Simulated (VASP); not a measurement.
# Ti4Se (Pm-3m) in VASP: further runs, part 3 of 3

VASP 6.6.1. Earlier steps stand in the parts before.

## 4. Relaxation of cell and atoms, PBE, collinear spin, ferromagnetic start

INCAR

```
SYSTEM = Ti4Se
PREC = Accurate
ENCUT = 600
EDIFF = 1E-6
ISMEAR = 0
SIGMA = 0.1
LREAL = .False.
LASPH = .True.
NELM = 150
ALGO = Normal
ISIF = 3
LWAVE = .False.
LCHARG = .False.
ISPIN = 2
MAGMOM = -1 -1 -1 -1 0
LORBIT = 11
LMAXMIX = 4
GGA = PE
IBRION = 2
NSW = 90
EDIFFG = -0.04
```

KPOINTS

```
regular mesh
0
Gamma
  4 4 4
  0 0 0
```

POSCAR

```
Ti4Se
1.0
    4.4338296600      0.0000000000      0.0000000000
    0.0000000000      4.4338296600      0.0000000000
    0.0000000000      0.0000000000      4.4338296600
Ti Se
4 1
Direct
    0.0000000000      0.0000000000      0.0000000000
    0.5000000000      0.5000000000      0.0000000000
    0.5000000000      0.0000000000      0.5000000000
    0.0000000000      0.5000000000      0.5000000000
    0.5000000000      0.5000000000      0.5000000000
```

Potentials or basis: VASP PAW PBE potentials, release 64 (Ti_sv, Se).

Command:

```bash
cat potpaw_PBE.64/Ti_sv/POTCAR potpaw_PBE.64/Se/POTCAR > POTCAR
mpirun -np 1 vasp_std > vasp.out
```

OUTCAR:

```text
SYSTEM = Ti4Se
   PREC = Accurate
   ENCUT = 600
   EDIFF = 1E-6
   ISMEAR = 0
   LREAL = .False.
   LASPH = .True.
   NELM = 150
   ISIF = 3
   ISPIN = 2
   LORBIT = 11
   GGA = PE
   IBRION = 2
   NSW = 90
   EDIFFG = -0.04

 ion  position               nearest neighbor table
   1  0.000  0.000  0.000-
   2  0.500  0.500  0.000-   5 2.22   5 2.22
   3  0.500  0.000  0.500-   5 2.22   5 2.22
   4  0.000  0.500  0.500-   5 2.22   5 2.22
   5  0.500  0.500  0.500-   2 2.22   3 2.22   4 2.22   2 2.22   3 2.22   4 2.22

  LATTYP: Found a simple cubic cell.
 ALAT       =     4.4338296600

  Lattice vectors:

[... 1061 lines left out ...]
  ---------------------------------------------------
  ext. energy  EPLUGINS =         0.00000000
  ---------------------------------------------------
  free energy    TOTEN  =       -34.37042403 eV

  energy without entropy =      -34.33748918  energy(sigma->0) =      -34.35395660

 E-fermi :   6.6015     XC(G=0): -10.6419

 val. band max:        6.5301142631   @ k =   0.2500   0.2500   0.2500
 cond. band min:       6.6073839753   @ k =   0.2500   0.2500   0.0000
 fundamental gap:      0.0772697122
 Fermi energy:         6.6014504916

 spin component 1

 k-point     1 :       0.0000    0.0000    0.0000
  band No.  band energies     occupation
      1     -50.7871      1.00000
      2     -50.4255      1.00000
      3     -50.3943      1.00000
      4     -50.3943      1.00000
      5     -27.0000      1.00000
      6     -27.0000      1.00000
[... 764 lines left out ...]
  FREE ENERGIE OF THE ION-ELECTRON SYSTEM (eV)
  ---------------------------------------------------
  free  energy   TOTEN  =       -34.3704240251 eV

  energy  without entropy=      -34.3374891826  energy(sigma->0) =      -34.35395660

 reached required accuracy - stopping structural energy minimisation

 total charge

# of ion       s       p       d       tot
------------------------------------------
    1        2.179   6.066   1.695   9.939
    2        2.170   6.127   1.937  10.234
    3        2.170   6.127   1.937  10.234
    4        2.170   6.127   1.937  10.234
    5        1.450   2.629   0.186   4.266
--------------------------------------------------
tot         10.140  27.075   7.692  44.908

 magnetization (x)

# of ion       s       p       d       tot
------------------------------------------
    1        0.000   0.000   0.001   0.001
    2        0.000   0.000   0.000   0.000
    3        0.000   0.000   0.000   0.000
    4        0.000   0.000   0.000   0.000
    5        0.000   0.000  -0.000  -0.000
--------------------------------------------------
tot          0.000   0.000   0.001   0.001
```

OSZICAR:

```text
N       E                     dE             d eps       ncg     rms          rms(c)
DAV:   1     0.760068932824E+03    0.76007E+03   -0.29320E+04  1360   0.208E+03
DAV:   2     0.606134284797E+02   -0.69946E+03   -0.68896E+03  1360   0.608E+02
[... 63 lines left out ...]
DAV:   8    -0.343704352878E+02   -0.32201E-04   -0.56108E-05  1654   0.323E-02    0.116E-02
DAV:   9    -0.343704365616E+02   -0.12738E-05   -0.61439E-06  1572   0.126E-02    0.984E-03
DAV:  10    -0.343704309293E+02    0.56323E-05   -0.16780E-05  1490   0.144E-02    0.943E-03
DAV:  11    -0.343704222879E+02    0.86414E-05   -0.13777E-04  1788   0.347E-02    0.556E-03
DAV:  12    -0.343704235016E+02   -0.12137E-05   -0.16624E-05  1852   0.161E-02    0.326E-03
DAV:  13    -0.343704240251E+02   -0.52350E-06   -0.10824E-06   856   0.679E-03
   4 F= -.34370424E+02 E0= -.34353957E+02  d E =-.749579E+00  mag=     0.0004
```

CONTCAR:

```text
Ti4Se
   1.00000000000000
     4.6532638550802510   -0.0000000000000000   -0.0000000000000000
    -0.0000000000000000    4.6532638550802510   -0.0000000000000000
     0.0000000000000000    0.0000000000000000    4.6532638550802510
  Ti              Se
     4     1
Direct
     0.0000000000000000    0.0000000000000000    0.0000000000000000
     0.5000000000000000    0.5000000000000000    0.0000000000000000
     0.5000000000000000    0.0000000000000000    0.5000000000000000
     0.0000000000000000    0.5000000000000000    0.5000000000000000
     0.5000000000000000    0.5000000000000000    0.5000000000000000

  0.00000000E+00  0.00000000E+00  0.00000000E+00
  0.00000000E+00  0.00000000E+00  0.00000000E+00
  0.00000000E+00  0.00000000E+00  0.00000000E+00
  0.00000000E+00  0.00000000E+00  0.00000000E+00
  0.00000000E+00  0.00000000E+00  0.00000000E+00
```

Wall time 4.1 min (1 thread of Intel Xeon Platinum 8488C (Sapphire Rapids), shared host); peak memory 0.27 GiB.

What came out:

```yaml
Free_energy: -34.3704 eV
Relaxed_volume: 20.15 Å³/atom
Relaxed_cell: a = 4.653 Å, b = 4.653 Å, c = 4.653 Å, α = 90.00°, β = 90.00°, γ = 90.00°
Space_group_after_relaxing_to_0.05_Å: Pm-3m (No. 221)
Energy_gained_by_relaxing: 149.9 meV/atom
Ionic_steps: 4
Pressure_after_relaxing: -0.1 GPa
Band_gap_on_the_k_mesh: zero (filled and empty bands overlap)
Net_moment: 0.00 μB per cell
Valence_electrons_inside_the_program's_atomic_spheres: Ti 9.94, 10.23; Se 4.27
```

Step by step:
| step | energy change (eV) | largest force (eV/Å) | pressure (GPa) | volume (Å³) |
| --- | --- | --- | --- | --- |
| 1 | 0.0000 | 0.0000 | 20.15 | 87.16 |
| 2 | -0.0400 | 0.0000 | -11.51 | 117.85 |
| 3 | -0.7492 | 0.0000 | -0.37 | 101.06 |
| 4 | -0.7496 | 0.0000 | -0.07 | 100.76 |

Final structure:
```
Ti Se
1.0
     4.65326    0.00000    0.00000
     0.00000    4.65326    0.00000
     0.00000    0.00000    4.65326
Ti Se
4 1
Direct
  0.00000 0.00000 0.00000
  0.50000 0.50000 0.00000
  0.50000 0.00000 0.50000
  0.00000 0.50000 0.50000
  0.50000 0.50000 0.50000
```

Levels at points of the mesh, in eV from the Fermi level:
Spin up:
```
           k point  band 25  band 26  band 27  band 28  band 29  band 30
(0.00, 0.00, 0.00)    -1.53    -1.53     0.42     0.42     0.42     0.70
(0.50, 0.00, 0.00)    -0.78    -0.78    -0.22     0.75     0.75     0.75
(0.50, 0.50, 0.00)    -0.70    -0.57    -0.14     0.16     0.47     0.47
(0.50, 0.50, 0.50)    -0.18    -0.18    -0.18     0.48     0.48     0.48
```
Spin down:
```tsv
k point	band 24	band 25	band 26	band 27	band 28	band 29	band 30	band 31
(0.00, 0.00, 0.00)	-1.58	-1.53	-1.53	0.42	0.42	0.42	0.70	0.70
(0.50, 0.00, 0.00)	-0.81	-0.78	-0.78	-0.22	0.75	0.75	0.75	0.78
(0.50, 0.50, 0.00)	-0.70	-0.70	-0.57	-0.14	0.16	0.47	0.47	1.11
(0.50, 0.50, 0.50)	-0.74	-0.18	-0.18	-0.18	0.48	0.48	0.48	0.61
```

Caveat: the volume moved by over 15 % at a fixed basis, so the end points are rough.

## 5. Single point, PBE, collinear spin

This run uses another cell than the first one, of 20.10 Å³/atom, 1.153 times its volume.

INCAR

```
SYSTEM = Ti4Se
PREC = Accurate
ENCUT = 520
EDIFF = 1E-6
ISMEAR = 0
SIGMA = 0.1
LREAL = .False.
LASPH = .True.
NELM = 150
ALGO = Normal
ISIF = 2
LWAVE = .False.
LCHARG = .True.
ISPIN = 2
MAGMOM = 0.38 0 0 0 0
LORBIT = 11
LMAXMIX = 4
GGA = PE
LELF = .True.
LVHAR = .True.
NBANDS = 39
```

KPOINTS

```
regular mesh
0
Gamma
  8 8 8
  0 0 0
```

POSCAR: that of step 4 with these lines changed.

```diff
@@ -2,5 +2,5 @@
 1.0
-    4.4338296600      0.0000000000      0.0000000000
-    0.0000000000      4.4338296600      0.0000000000
-    0.0000000000      0.0000000000      4.4338296600
+    4.6492916128      0.0000000000      0.0000000000
+    0.0000000000      4.6492916128      0.0000000000
+    0.0000000000      0.0000000000      4.6492916128
 Ti Se
```

Command:

```bash
cat potpaw_PBE.64/Ti_sv/POTCAR potpaw_PBE.64/Se/POTCAR > POTCAR
mpirun -np 1 vasp_std > vasp.out
```

Run time: 6.1 min. Hardware: 1 thread of AMD EPYC 7R13 (Zen 3), shared host; peak memory 0.32 GiB.

The run converged. Its results:

* Free energy: -34.3898 eV
* Pressure: 0.2 GPa
* Band gap on the k mesh: zero (filled and empty bands overlap)
* Net moment: 0.01 μB per cell
* Valence electrons inside the program's atomic spheres: Ti 9.94, 10.24; Se 4.27

Levels at points of the mesh, in eV from the Fermi level:
Spin up:
```tsv
k point	band 23	band 24	band 25	band 26	band 27	band 28	band 29	band 30	band 31	band 32
(0.00, 0.00, 0.00)	-1.62	-1.62	-1.56	-1.56	0.39	0.39	0.39	0.66	0.66	1.96
(0.50, 0.00, 0.00)	-1.16	-0.84	-0.82	-0.82	-0.25	0.72	0.73	0.73	0.75	1.06
(0.50, 0.50, 0.00)	-1.01	-0.73	-0.73	-0.60	-0.17	0.14	0.44	0.44	1.09	1.23
(0.50, 0.50, 0.50)	-0.78	-0.78	-0.21	-0.21	-0.21	0.45	0.45	0.45	0.59	0.59
```
Spin down:
| k point | band 25 | band 26 | band 27 | band 28 | band 29 | band 30 |
| --- | --- | --- | --- | --- | --- | --- |
| (0.00, 0.00, 0.00) | -1.56 | -1.56 | 0.40 | 0.40 | 0.40 | 0.66 |
| (0.50, 0.00, 0.00) | -0.82 | -0.82 | -0.24 | 0.72 | 0.74 | 0.74 |
| (0.50, 0.50, 0.00) | -0.73 | -0.59 | -0.17 | 0.14 | 0.44 | 0.44 |
| (0.50, 0.50, 0.50) | -0.21 | -0.21 | -0.21 | 0.45 | 0.45 | 0.45 |

## 6. The runs side by side

| task | spin | cell | k mesh | cutoff (eV) | gap on the mesh (eV) | pressure (GPa) | moment (μB) |
| --- | --- | --- | --- | --- | --- | --- | --- |
| single point | collinear, ferromagnetic start | a = 4.434 Å, 5 atoms | 4 × 4 × 4 | 520 | none | 20.1 | 0.02 |
| single point | collinear, ferromagnetic start | a = 4.650 Å, 5 atoms | 4 × 4 × 4 | 520 | none | 0.2 | 0.41 |
| relaxation of cell and atoms | collinear, ferromagnetic start | relaxed from a = 4.434 Å, 5 atoms | 4 × 4 × 4 | 600 | none | -0.1 | 0.00 |
| single point | collinear | a = 4.649 Å, 5 atoms | 8 × 8 × 8 | 520 | none | 0.2 | 0.01 |

Alike in all rows: level PBE; potentials or basis VASP PAW PBE potentials, release 64 (Ti_sv, Se); smearing gaussian 0.1 eV.

Caveats: the volume moved by over 15 % at a fixed basis, so the end points are rough (some runs).

Total energies depend on the potentials used, so only differences within one code and one set of settings carry meaning.
